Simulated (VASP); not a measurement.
**InSe: single point with PBEsol**

The system is InSe.

```
In Se
1.0
     4.08780    0.00000    0.00000
    -2.04390    3.54014    0.00000
     0.00000    0.00000   18.05206
In Se
4 4
Direct
  0.33333 0.66667 0.07739
  0.33333 0.66667 0.92261
  0.00000 0.00000 0.42261
  0.00000 0.00000 0.57739
  0.33333 0.66667 0.35298
  0.33333 0.66667 0.64702
  0.66667 0.33333 0.14700
  0.66667 0.33333 0.85300
```

| Quantity | Value |
| --- | --- |
| Program | VASP 6.6.1 |
| Task | single point |
| Functional | PBEsol |
| Potentials or basis | VASP PAW PBE potentials, release 64 (In_d, Se) |
| Cutoff | 520 eV |
| k mesh | 6 × 6 × 2 |
| Occupations | fermi-dirac, width 0.05 eV |
| Spin | no spin polarisation |

The pressure is -1.6 GPa. The largest force is 0.106 eV/Å. The band gap on the k mesh is 0.52 eV.

Forces on the atoms (eV/Å):
```
In   0.000  0.000  0.066
In   0.000  0.000 -0.066
In   0.000  0.000 -0.065
In   0.000  0.000  0.065
Se   0.000  0.000  0.106
Se   0.000  0.000 -0.106
Se   0.000  0.000 -0.106
Se   0.000  0.000  0.106
```

Stress tensor (GPa, compression positive):
```
-1.88  0.00  0.00
 0.00 -1.88  0.00
 0.00  0.00 -0.92
```

Levels at points of the mesh, in eV from the valence-band top:
| k point | band 34 | band 35 | band 36 | band 37 | band 38 | band 39 | band 40 | band 41 | band 42 | band 43 |
| --- | --- | --- | --- | --- | --- | --- | --- | --- | --- | --- |
| (0.00, 0.00, 0.00) | -1.04 | -0.99 | -0.99 | -0.96 | 0.00 | 0.52 | 1.32 | 2.04 | 2.07 | 4.31 |
| (0.50, 0.00, 0.00) | -1.97 | -1.91 | -1.87 | -1.45 | -1.33 | 1.59 | 1.61 | 1.81 | 1.84 | 3.57 |
| (0.00, 0.00, 0.50) | -1.01 | -1.00 | -1.00 | -0.58 | -0.57 | 1.01 | 1.03 | 2.06 | 2.06 | 4.32 |
| (0.50, 0.00, 0.50) | -2.00 | -1.91 | -1.91 | -1.39 | -1.35 | 1.50 | 1.59 | 1.81 | 1.96 | 3.60 |

Wall time 120 s on 1 thread of Intel(R) Xeon(R) 6975P-C (Granite Rapids), with other jobs on the host, peak memory 0.41 GiB.

Caveat: the PAW data sets were made with another functional, which shifts forces and pressure a little; spin-orbit coupling is left out, which moves the levels of the heavy elements; this functional lacks dispersion, which binds the layers, so the pressure and a relaxed spacing across them are unreliable. A k mesh can miss the band edges.
